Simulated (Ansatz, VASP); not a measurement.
One calculation of W3Se, two programs

```
CELL_PARAMETERS angstrom
4.04509 0.00000 0.00000
0.00000 4.04509 0.00000
0.00000 0.00000 4.04509
ATOMIC_POSITIONS crystal
W 0.00000 0.50000 0.50000
W 0.50000 0.00000 0.50000
W 0.50000 0.50000 0.00000
Se 0.00000 0.00000 0.00000
```

Alike in both runs: task relaxation of cell and atoms; functional PBE; k mesh 12 × 12 × 12; occupations gaussian, width 0.1 eV; no spin polarisation.

```csv
,VASP,Ansatz
version,VASP 6.6.1,Ansatz 0.2.0
potentials or method,"VASP PAW PBE potentials, release 64 (W_sv, Se), cutoff 600 eV","scalar-relativistic, plane waves, PAW"
valence electrons in the cell,48,58
```

VASP gave:

| Item | Value |
| --- | --- |
| gap on the k mesh at the Fermi level, each at its own relaxed structure (eV) | none |
| relaxed volume (Å³/atom) | 16.52 |
| relaxed cell length with the largest relative difference (Å) | 4.043 |

Problem. Estimate Ansatz's values.

Solution. gap on the k mesh at the Fermi level, each at its own relaxed structure (eV): none; relaxed volume (Å³/atom): 16.49; relaxed cell length with the largest relative difference (Å): 4.040.

A gap of «none» marks a metal or a gap that the smearing closes. VASP's potentials hold 48 valence electrons a cell and Ansatz's 58, so a difference there can come from the potentials and not from the codes.

Neither program's run includes spin-orbit coupling.
